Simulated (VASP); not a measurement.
# Nb8N5: single point with LDA

Crystal: Nb8N5.

```xyz
13
Lattice="3.0703 -4.4072 0.0000 3.0703 4.4072 0.0000 0.0000 0.0000 6.2381" Properties=species:S:1:pos:R:3 pbc="T T T"
Nb    1.5053    0.0000    4.6831
Nb    4.6353    0.0000    1.5550
Nb    4.6353    0.0000    4.6831
Nb    1.5053    0.0000    1.5550
Nb    3.0703   -2.1779    3.1190
Nb    3.0703    2.2183    0.0000
Nb    3.0703   -2.2183    0.0000
Nb    3.0703    2.1779    3.1190
N     3.0703    0.0000    0.0000
N     1.5352   -2.2036    4.6687
N     1.5352    2.2036    1.5693
N     1.5352    2.2036    4.6687
N     1.5352   -2.2036    1.5693
```

| Quantity | Value |
| --- | --- |
| Program | VASP 6.6.1 |
| Task | single point |
| Functional | LDA |
| Potentials or basis | VASP PAW LDA potentials, release 64 (Nb_sv, N) |
| Cutoff | 520 eV |
| k mesh | 6 × 6 × 4 |
| Occupations | gaussian, width 0.05 eV |
| Spin | no spin polarisation |

* Pressure: -16.4 GPa
* Largest force: 0.461 eV/Å
* Band gap on the k mesh: zero (an odd number of electrons rules out a gap without spin polarisation)

Forces in eV/Å, atoms in the order of the input:
```
Nb   0.242  0.000  0.307
Nb  -0.242  0.000 -0.307
Nb  -0.242  0.000  0.307
Nb   0.242  0.000 -0.307
Nb   0.000 -0.066  0.000
Nb   0.000 -0.461  0.000
Nb   0.000  0.461  0.000
Nb   0.000  0.066  0.000
N    0.000  0.000  0.000
N    0.000  0.000  0.007
N    0.000  0.000 -0.007
N    0.000  0.000  0.007
N    0.000  0.000 -0.007
```

Stress tensor (GPa, compression positive):
```
-16.03   0.00   0.00
  0.00 -16.06   0.00
  0.00   0.00 -17.19
```

Levels at points of the mesh, in eV from the Fermi level:
| k point | band 62 | band 63 | band 64 | band 65 | band 66 | band 67 | band 68 | band 69 |
| --- | --- | --- | --- | --- | --- | --- | --- | --- |
| (0.00, 0.00, 0.00) | -0.89 | -0.78 | -0.49 | -0.32 | 0.88 | 0.90 | 0.95 | 1.04 |
| (0.50, 0.00, 0.00) | -0.93 | -0.26 | -0.21 | -0.15 | 0.04 | 0.36 | 0.36 | 0.65 |
| (0.50, 0.50, 0.00) | -1.00 | -0.47 | 0.62 | 0.65 | 1.18 | 1.23 | 1.29 | 1.59 |
| (0.00, 0.00, 0.50) | -0.93 | -0.50 | -0.36 | -0.06 | -0.02 | 0.14 | 1.13 | 1.17 |
| (0.50, 0.00, 0.50) | -0.68 | -0.12 | -0.01 | 0.03 | 0.11 | 0.19 | 0.20 | 1.06 |
| (0.50, 0.50, 0.50) | -0.84 | -0.69 | -0.55 | -0.08 | -0.06 | 0.18 | 1.35 | 1.39 |

It took 16 min on 1 thread of AMD EPYC 7R43 64-Core Processor (Zen 3), on a shared host, peak memory 0.41 GiB.

Caveat: the cell stands under tension.
